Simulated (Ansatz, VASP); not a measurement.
# Ir in VASP and in Ansatz

Contents of INCAR:

```
PREC = Accurate ; ENCUT = 520
EDIFF = 1E-6 ; ISMEAR = 0
SIGMA = 0.15 ; LREAL = False
LASPH = True ; NELM = 80
ALGO = Normal ; ISIF = 2
LWAVE = False ; LCHARG = True
GGA = PS ; LELF = True
LVHAR = True ; NBANDS = 10
```

The input KPOINTS:

```
Automatic mesh
0
Gamma
  22 22 22
```

The input POSCAR:

```
Ir
1.0
    0.0000000000      1.9197000000      1.9916887500
    1.9197000000      0.0000000000      1.9916887500
    1.9197000000      1.9197000000      0.0000000000
Ir
1
Direct
    0.0000000000      0.0000000000      0.0000000000
```

Input for Ansatz:

```yaml
crystal:
  lattice:
    - [0.0, 1.9197, 1.99168875]
    - [1.9197, 0.0, 1.99168875]
    - [1.9197, 1.9197, 0.0]
  atoms:
    - { symbol: Ir, position: [0.0, 0.0, 0.0] }
basis:
  ecutwfc: 420
kpoints:
  mp_grid: { grid: [22, 22, 22] }
hamiltonian:
  xc: pbesol
scf:
  occupations: { method: gaussian, width: 0.15 }
output:
  forces: true
  stress: true
  eigenvalues: true
```

Change from the starting cell: strain +0.0375 x Voigt [0, 0, 1, 0, 0, 0], atoms carried along.

Alike in both runs: task single point; functional PBEsol; k mesh 22 × 22 × 22; occupations gaussian, width 0.15 eV; no spin polarisation.

```csv
,VASP,Ansatz
version,VASP 6.6.1,Ansatz 0.2.0
potentials or method,"VASP PAW PBE potentials, release 64 (Ir), cutoff 520 eV","scalar-relativistic, plane waves, PAW"
valence electrons in the cell,9,17
```

VASP gave:

| Quantity | Value |
| --- | --- |
| gap on the k mesh at the Fermi level (eV) | none |
| pressure (GPa) | -14.1 |
| traceless stress, the component that is largest in VASP (GPa) | -8.39 |

**Question.** What did Ansatz give for the same quantities?

**Answer.** gap on the k mesh at the Fermi level (eV): none; pressure (GPa): -14.8; traceless stress, the component that is largest in VASP (GPa): -8.43.

VASP's potentials were made for PBE, not for PBEsol. A gap of «none» marks a metal or a gap that the smearing closes. VASP's potentials hold 9 valence electrons a cell and Ansatz's 17, so a difference there can come from the potentials and not from the codes.

Spin-orbit coupling is off throughout.
